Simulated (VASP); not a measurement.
Here is a VASP 6.6.1 calculation.

The input INCAR:

```
PREC = Accurate
ENCUT = 520
EDIFF = 1E-6
ISMEAR = 0
SIGMA = 0.01
LREAL = False
LASPH = True
NELM = 100
ALGO = Normal
ISIF = 2
LWAVE = False
LCHARG = True
GGA = PE
LELF = True
LVHAR = True
NBANDS = 15
```

The input KPOINTS:

```
Automatic mesh
0
Gamma
  6 6 6
```

POSCAR

```
SrO
1.0
    3.1028650697      0.0000000000      0.0000000000
    0.0000000000      3.1028650697      0.0000000000
    0.0000000000      0.0000000000      3.1028650697
Sr O
1 1
Direct
    0.0000000000      0.0000000000      0.0000000000
    0.5000000000      0.5000000000      0.5000000000
```

Potentials or basis: VASP PAW PBE potentials, release 64 (Sr_sv, O).

Launch:

```bash
$ cat potpaw_PBE.64/Sr_sv/POTCAR potpaw_PBE.64/O/POTCAR > POTCAR
$ mpirun -np 1 vasp_std > vasp.out
```

(1) Estimate the pressure.

(2) Predict the band gap on the k mesh.

Results:

(1) 3.6 GPa.

(2) 2.75 eV, indirect (least direct gap 2.81 eV).
